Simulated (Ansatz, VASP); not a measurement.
## SnTe: VASP beside Ansatz

```xyz
2
Lattice="0.0000 3.6111 3.6111 3.6111 0.0000 3.6111 3.6111 3.6111 0.0000" Properties=species:S:1:pos:R:3 pbc="T T T"
Te    1.8056    1.8056    1.8056
Sn    0.0000    0.0000    0.0000
```

Alike in both runs: functional LDA; k mesh 5 × 5 × 5; occupations fermi-dirac, width 0.05 eV; non-collinear spin, spin-orbit coupling.

|  | VASP | Ansatz |
| --- | --- | --- |
| version | VASP 6.6.1 | Ansatz 0.2.0 |
| potentials or method | VASP PAW LDA potentials, release 64 (Te, Sn_d) | Ansatz PAW |
| plane-wave cutoff (eV) | 520 | 420 |
| valence electrons in the cell | 20 | 30 |
| task | single point | band structure |

```csv
,VASP,Ansatz,Ansatz less VASP
pressure (GPa),-2.2,-2.2,-0.03
net moment per atom (μB),0.00,0.00,0.000
```

LDA's correlation is that of Perdew and Zunger in VASP and of Perdew and Wang (1992) in Ansatz. VASP's potentials hold 20 valence electrons a cell and Ansatz's 30, so a difference there can come from the potentials and not from the codes.
